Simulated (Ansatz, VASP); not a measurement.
## One calculation of B, two programs

```xyz
6
Lattice="3.1427 -0.0046 0.0010 -0.0669 3.2377 -0.0026 -0.2331 -0.7446 4.3315" Properties=species:S:1:pos:R:3 pbc="T T T"
B     2.1786    2.5960    1.9523
B     2.2990    1.9519    0.3040
B     0.6641   -0.1076    2.3776
B     0.5438    0.5365    4.0259
B    -0.1223    2.0997    3.4967
B     2.9651    0.3887    0.8332
```

Change from the starting cell: the structure that the rattled cell fell into.

Alike in both runs: functional PBE; k mesh 12 × 12 × 10; occupations gaussian, width 0.1 eV; no spin polarisation.

Ansatz relaxed the structure, and its values are those at the end. VASP's run is a single point on that final structure, the one shown.

|  | VASP | Ansatz |
| --- | --- | --- |
| version | VASP 6.6.1 | Ansatz 0.2.0 |
| potentials or method | VASP PAW PBE potentials, release 64 (B), cutoff 520 eV | scalar-relativistic, plane waves, PAW |
| valence electrons in the cell | 18 | 18 |

|  | VASP | Ansatz | Ansatz less VASP |
| --- | --- | --- | --- |
| gap on the k mesh at the Fermi level (eV) | none | none | - |
| pressure (GPa) | 0.0 | 0.0 | -0.03 |
| rms of the force components (eV/Å) | 0.005 | 0.003 | -0.0024 |

A gap of «none» marks a metal or a gap that the smearing closes.
